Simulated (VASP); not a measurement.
**AlRu: single point with PBE**

AlRu:

```
CELL_PARAMETERS angstrom
2.95117 0.00000 0.00000
0.00000 2.95117 0.00000
0.00000 0.00000 2.95117
ATOMIC_POSITIONS crystal
Al 0.00000 0.00000 0.00000
Ru 0.50000 0.50000 0.50000
```

This cell differs from its parent crystal: volume scaled by 0.96, then relaxed in part.

```
Program             : VASP 6.6.1
Task                : single point
Functional          : PBE
Potentials or basis : VASP PAW PBE potentials, release 64 (Al, Ru_pv)
Cutoff              : 520 eV
k mesh              : 16 × 16 × 16
Occupations         : fermi-dirac, width 0.05 eV
Spin                : no spin polarisation
```

```
Pressure : 12.2 GPa
```

Levels at points of the mesh, in eV from the Fermi level:
```csv
k point,band 5,band 6,band 7,band 8,band 9,band 10,band 11,band 12,band 13,band 14
"(0.00, 0.00, 0.00)",-3.81,-3.81,0.17,0.17,0.17,6.26,6.26,6.26,11.21,11.21
"(0.50, 0.00, 0.00)",-5.58,-2.96,-1.71,-1.71,0.45,2.43,7.40,11.23,11.23,12.10
"(0.50, 0.50, 0.00)",-3.25,-1.41,-1.41,-1.26,-1.26,1.62,5.57,6.65,10.91,12.10
"(0.50, 0.50, 0.50)",-4.89,-4.89,1.72,1.72,2.81,4.22,4.22,4.22,8.91,8.91
```

It took 27 s on 1 thread of Intel Xeon 6975P-C (shared host), peak memory 0.19 GiB.
